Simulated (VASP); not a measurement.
Input of a VASP 6.6.1 run:

Contents of INCAR:

```
SYSTEM = TiO2
PREC     = Accurate       ! precision mode
ENCUT    = 520            ! plane-wave cutoff, eV
EDIFF    = 1E-7           ! SCF threshold, eV
ISMEAR   = 0              ! smearing method
SIGMA    = 0.01           ! smearing width, eV
LREAL    = .FALSE.        ! projectors in reciprocal space
LASPH    = .TRUE.         ! aspherical terms in the spheres
NELM     = 80             ! most SCF steps
ALGO     = Normal         ! electronic algorithm
ISIF     = 2              ! what is computed and relaxed
LWAVE    = .FALSE.        ! write WAVECAR
LCHARG   = .FALSE.        ! write CHGCAR
GGA      = PE             ! functional
NBANDS   = 33             ! bands
```

The input KPOINTS:

```
Automatic mesh
0
G
  4 4 6
  0 0 0
```

Contents of POSCAR:

```
TiO2
1.0
    4.5988144691      0.0000000000      0.0000000000
    0.0000000000      4.5988144691      0.0000000000
    0.0000000000      0.0000000000      2.9521850283
Ti O
2 4
Direct
    0.0000000000      0.0000000000      0.0000000000
    0.5000000000      0.5000000000      0.5000000000
    0.3042351432      0.3042351432      0.0000000000
    0.1957648568      0.8042351432      0.5000000000
    0.6957648568      0.6957648568      0.0000000000
    0.8042351432      0.1957648568      0.5000000000
```

Potentials or basis: VASP PAW PBE potentials, release 64 (Ti_sv, O).

Run with:

```bash
$ cat potpaw_PBE.64/Ti_sv/POTCAR potpaw_PBE.64/O/POTCAR > POTCAR
$ mpirun -np 1 vasp_std > vasp.out
```

Task: Estimate the largest force.

Result: 0.025 eV/Å.

Task: Estimate the band gap on the k mesh.

Result: 1.84 eV, direct.

Task: Predict the pressure.

Result: 5.7 GPa.

Stress tensor (GPa, compression positive):
```
5.60 0.00 0.00
0.00 5.60 0.00
0.00 0.00 5.86
```

A k mesh can miss the band edges.
